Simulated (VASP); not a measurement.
Runs of VASP 6.6.1 on Sc. The structure is that of space group P6_3/mmc (No. 194), or close to it. The cells are those of the table. 

```tsv
cell	gap on the mesh (eV)	pressure (GPa)
a = 3.092, b = 3.092, c = 4.682 Å, angles 90.0, 90.0, 120.0°, 2 atoms	none	20.5
a = 3.330, b = 3.330, c = 5.184 Å, angles 90.0, 90.0, 120.0°, 2 atoms	none	0.2
a = 3.021, b = 3.021, c = 4.525 Å, angles 90.0, 90.0, 120.0°, 2 atoms	none	30.6
a = 3.186, b = 3.186, c = 4.891 Å, angles 90.0, 90.0, 120.0°, 2 atoms	none	(a)
a = 2.960, b = 2.960, c = 4.405 Å, angles 90.0, 90.0, 120.0°, 2 atoms	none	(b)
```

Alike in all rows: task single point; level r2SCAN; potentials or basis VASP PAW PBE potentials, release 64 (Sc_sv); no spin polarisation; k mesh 10 × 10 × 6; cutoff (eV) 520; smearing methfessel-paxton 0.15 eV.

Task: Fill in the values left out.

Result: (a) 10.3; (b) 40.7.

Caveats: the PAW data sets were made with another functional, which shifts forces and pressure a little.

A gap of «none» marks levels without a gap at the run's occupations.
